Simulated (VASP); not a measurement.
Write the native input for VASP 6.6.1 that does the following.

| Quantity | Value |
| --- | --- |
| Task | single point |
| Functional | PBE |
| Potentials or basis | VASP PAW PBE potentials, release 64 (Zn, Ga_d, P) |
| Cutoff | 520 eV |
| k mesh | 6 × 6 × 4 |
| Occupations | gaussian, width 0.1 eV |
| Spin | no spin polarisation |
| Dipole correction | no |
| Further INCAR settings | ALGO = Normal; EDIFF = 1e-07; NBANDS = 22 |

The structure of ZnGaP lies in POSCAR:

```
ZnGaP
1.0
    3.6037209000      0.0000000000      0.0000000000
    0.0000000000      3.6383554300      0.0000000000
    0.0000000000      0.0000000000      3.7504839400
Zn Ga P
1 1 1
Direct
    0.5000000000      0.5000000000      0.0000000000
    0.0000000000      0.0000000000      0.0000000000
    0.5000000000      0.5000000000      0.5000000000
```

These files were run (other wordings do the same):

INCAR

```
PREC = Accurate
ENCUT = 520
EDIFF = 1E-7
ISMEAR = 0
SIGMA = 0.1
LREAL = F
LASPH = T
NELM = 100
ALGO = Normal
ISIF = 2
LWAVE = F
LCHARG = T
GGA = PE
LELF = T
LVHAR = T
NBANDS = 22
```

KPOINTS

```
Automatic mesh
0
Gamma
  6 6 4
```

Potentials or basis: VASP PAW PBE potentials, release 64 (Zn, Ga_d, P).

Launch:

```sh
$ cat potpaw_PBE.64/Zn/POTCAR potpaw_PBE.64/Ga_d/POTCAR potpaw_PBE.64/P/POTCAR > POTCAR
$ mpirun -np 1 vasp_std > vasp.out
```

Results of the run:

The pressure is 38.9 GPa. The band gap on the k mesh is zero (band 15 reaches 6.47 eV, above the bottom of band 16 at 3.52 eV).

Caveat: the k points lie up to 0.42 Å⁻¹ apart.

It took 21 s on 1 thread of Intel(R) Xeon(R) 6975P-C (Granite Rapids) (shared host), peak memory 0.19 GiB.
